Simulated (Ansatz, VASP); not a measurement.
# One calculation of BN, two programs

The input POSCAR:

```
BN
1.0
    0.0000000000      3.4953158300      2.1660912400
    1.2516321000      0.0000000000      2.1660912400
    1.2516321000      3.4953158300      0.0000000000
N B
1 1
Direct
    0.6666513400      0.6666513400      0.3333486600
    0.0000486500      0.0000486500      0.9999513500
```

The input INCAR.step1:

```
SYSTEM = BN
  ALGO = Normal
  EDIFF = 1E-5
  ENCUT = 520
  GGA = PE
  ISIF = 2
  ISMEAR = -1
  LASPH = .TRUE.
  LCHARG = .FALSE.
  LREAL = .FALSE.
  LWAVE = .TRUE.
  NBANDS = 11
  NELM = 80
  PREC = Accurate
  SIGMA = 0.05
```

Contents of INCAR.step2:

```
SYSTEM = BN
  AEXX = 0.25
  ALGO = Normal
  EDIFF = 1E-7
  ENCUT = 520
  GGA = PS
  HFSCREEN = 0.207
  ISIF = 2
  ISMEAR = -1
  ISTART = 1
  LASPH = .TRUE.
  LCHARG = .FALSE.
  LHFCALC = .TRUE.
  LREAL = .FALSE.
  LWAVE = .FALSE.
  NBANDS = 11
  NELM = 80
  PREC = Accurate
  PRECFOCK = Normal
  SIGMA = 0.05
```

File KPOINTS:

```
k-points
0
G
  7 7 7
  0 0 0
```

input

```
crystal:
  lattice:
    - [0.0, 3.49531583, 2.16609124]
    - [1.2516321, 0.0, 2.16609124]
    - [1.2516321, 3.49531583, 0.0]
  atoms:
    - { symbol: "N", position: [0.66665134, 0.66665134, 0.33334866] }
    - { symbol: B, position: [4.865e-05, 4.865e-05, 0.99995135] }
hamiltonian:
  xc:
    exchange: hjs_pbesol
    correlation: pbesol
    exx: { coeff: 0.25, omega: 0.207 }
  pseudopotentials: { kind: paw }
kpoints:
  mp_grid: { grid: [7, 7, 7] }
  band_path:
    path:
      - [[0.0, 0.0, 0.0], [-0.5, -0.5, 0.0], [-1.0, -0.5, -0.5], [-0.5, 0.0, -0.5], [0.0, 0.0, 0.0], [0.0, -0.3655286517, -0.3655286517], [-0.5, -0.6985850042, -0.1985850042], [-0.5, -0.5, 0.0]]
      - [[-1.0, -0.5, -0.5], [-1.0, -0.6344713483, -0.6344713483]]
      - [[0.0, -0.3655286517, -0.3655286517], [-0.5, -0.3014149958, -0.8014149958], [-0.5, 0.0, -0.5]]
      - [[-0.5, -0.5, -0.5], [0.0, 0.0, 0.0]]
    npoints: 4
scf:
  occupations: { method: fermi_dirac, width: 0.05 }
  n_extra_bands: 6
output:
  forces: true
  stress: true
  eigenvalues: true
  fatbands: false
```

Alike in both runs: functional PBEsol-based screened hybrid with a share of 0.25 of exact exchange and HFSCREEN = 0.207; k mesh 7 × 7 × 7; occupations fermi-dirac, width 0.05 eV; no spin polarisation.

|  | VASP | Ansatz |
| --- | --- | --- |
| version | VASP 6.6.1 | Ansatz 0.2.0 |
| potentials or method | VASP PAW PBE potentials, release 64 (N, B) | Ansatz PAW |
| plane-wave cutoff (eV) | 520 | 420 |
| valence electrons in the cell | 8 | 8 |
| task | single point | band structure |

VASP gave:

* gap on the k mesh at the Fermi level (eV): 5.34
* pressure (GPa): -3.2
* traceless stress, the component that is largest in VASP (GPa): 3.21
* rms of the force components (eV/Å): 0.006

Problem. What did Ansatz give for the same quantities?

Solution. gap on the k mesh at the Fermi level (eV): 5.35; pressure (GPa): -3.5; traceless stress, the component that is largest in VASP (GPa): 3.73; rms of the force components (eV/Å): 0.006.

VASP's potentials were made for PBE, not for PBEsol-based screened hybrid. Atom by atom the forces differ by 0.000 eV/Å (rms over components).

The k mesh is coarse, so the values compare programs but aren't converged.
